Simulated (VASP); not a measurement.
## ZnCl4: relaxation of cell and atoms with PBE

Crystal: ZnCl4.

```xyz
5
Lattice="4.8214 0.0000 0.0000 -2.4107 4.1754 0.0000 0.0000 0.0000 7.7982" Properties=species:S:1:pos:R:3 pbc="T T T"
Zn    0.0000    0.0000    3.8991
Cl    0.0000    2.7836    6.7568
Cl    0.0000    2.7836    1.0415
Cl    2.4107    1.3918    1.0415
Cl    2.4107    1.3918    6.7568
```

- Program: VASP 6.6.1
- Task: relaxation of cell and atoms
- Functional: PBE
- Potentials or basis: VASP PAW PBE potentials, release 64 (Zn, Cl)
- Cutoff: 600 eV
- k mesh: 6 × 6 × 2
- Occupations: gaussian, width 0.1 eV
- Spin: no spin polarisation
- Dipole correction: no
- Further INCAR settings: ALGO = Normal; EDIFF = 1e-06; IBRION = 2; EDIFFG = -0.04; NSW = 90; ISIF = 3

```json
{
 "Relaxed volume": "60.67 Å³/atom",
 "Relaxed cell": "a = 6.850 Å, b = 6.850 Å, c = 7.465 Å, α = 90.00°, β = 90.00°, γ = 120.00°",
 "Space group after relaxing (to 0.05 Å)": "P6/mmm (No. 191)",
 "Energy gained by relaxing": "545.5 meV/atom",
 "Ionic steps": "9",
 "Pressure after relaxing": "-0.1 GPa",
 "Largest force after relaxing": "0.011 eV/Å",
 "Band gap on the k mesh": "1.61 eV, indirect (least direct gap 1.62 eV)"
}
```

Forces in eV/Å, atoms in the order of the input:
```
Zn   0.000  0.000  0.000
Cl   0.000  0.000 -0.011
Cl   0.000  0.000  0.011
Cl   0.000  0.000  0.011
Cl   0.000  0.000 -0.011
```

Step by step:
| step | energy change (eV) | largest force (eV/Å) | pressure (GPa) | volume (Å³) |
| --- | --- | --- | --- | --- |
| 1 | 0.0000 | 0.0331 | 6.19 | 156.99 |
| 2 | -1.5518 | 1.0780 | 2.22 | 185.64 |
| 3 | -2.2379 | 0.9332 | 0.48 | 212.81 |
| 4 | -2.6751 | 0.6330 | -0.36 | 271.99 |
| 5 | -2.7014 | 0.5587 | -0.38 | 285.96 |
| 6 | -2.7139 | 0.4557 | -0.39 | 304.74 |
| 7 | -2.4319 | 2.8393 | 1.82 | 297.80 |
| 8 | -2.7273 | 0.0133 | -0.08 | 303.41 |
| 9 | -2.7273 | 0.0113 | -0.07 | 303.35 |

Final structure:
```
Zn Cl
1.0
     6.85011    0.00000    0.00000
    -3.42505    5.93237    0.00000
     0.00000    0.00000    7.46484
Zn Cl
1 4
Direct
  0.00000 0.00000 0.50000
  0.33333 0.66667 0.86637
  0.33333 0.66667 0.13363
  0.66667 0.33333 0.13363
  0.66667 0.33333 0.86637
```

Levels at points of the mesh, in eV from the valence-band top:
| k point | band 18 | band 19 | band 20 | band 21 | band 22 | band 23 |
| --- | --- | --- | --- | --- | --- | --- |
| (0.00, 0.00, 0.00) | -1.01 | -1.01 | -0.13 | 1.78 | 1.97 | 5.05 |
| (0.50, 0.00, 0.00) | -1.11 | -0.96 | -0.07 | 1.85 | 1.91 | 4.29 |
| (0.00, 0.00, 0.50) | -1.02 | -1.02 | -0.19 | 1.70 | 1.85 | 4.27 |
| (0.50, 0.00, 0.50) | -1.12 | -0.96 | -0.01 | 1.61 | 1.77 | 4.70 |

Run time: 6.6 min on 1 thread of Intel(R) Xeon(R) 6975P-C (Granite Rapids), with other jobs on the host, peak memory 0.33 GiB.

Caveat: the volume moved by over 15 % at a fixed basis, so the end points are rough. A k mesh can miss the band edges.
